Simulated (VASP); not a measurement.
Input of a VASP 6.6.1 run:

Contents of INCAR:

```
ALGO = Fast
EDIFF = 1E-6
EDIFFG = -0.005
ENCUT = 600
GGA = PE
IBRION = 2
ISIF = 3
ISMEAR = 1
LASPH = T
LCHARG = F
LREAL = F
LWAVE = F
NELM = 100
NSW = 80
PREC = Accurate
SIGMA = 0.1
```

Contents of KPOINTS:

```
k-points
0
Gamma
  24 24 24
```

File POSCAR:

```
Cu
1.0
    0.0000000000      1.8100000000      1.8100000000
    1.8100000000      0.0000000000      1.8100000000
    1.8100000000      1.8100000000      0.0000000000
Cu
1
Direct
    0.0000000000      0.0000000000      0.0000000000
```

Potentials or basis: VASP PAW PBE potentials, release 64 (Cu).

Run with:

```console
$ cat potpaw_PBE.64/Cu/POTCAR > POTCAR
$ mpirun -np 1 vasp_std > vasp.out
```

Problem. Estimate the relaxed cell.

Solution. a = 2.570 Å, b = 2.570 Å, c = 2.570 Å, α = 60.00°, β = 60.00°, γ = 60.00°.

Problem. Predict the space group after relaxing (to 0.05 Å).

Solution. Fm-3m (No. 225).

Step by step:
```csv
step,energy change (eV),largest force (eV/Å),pressure (GPa),volume (Å³)
1,0.0000,0.0000,2.02,11.86
2,-0.0004,0.0000,-1.53,12.12
3,-0.0008,0.0000,0.02,12.01
```
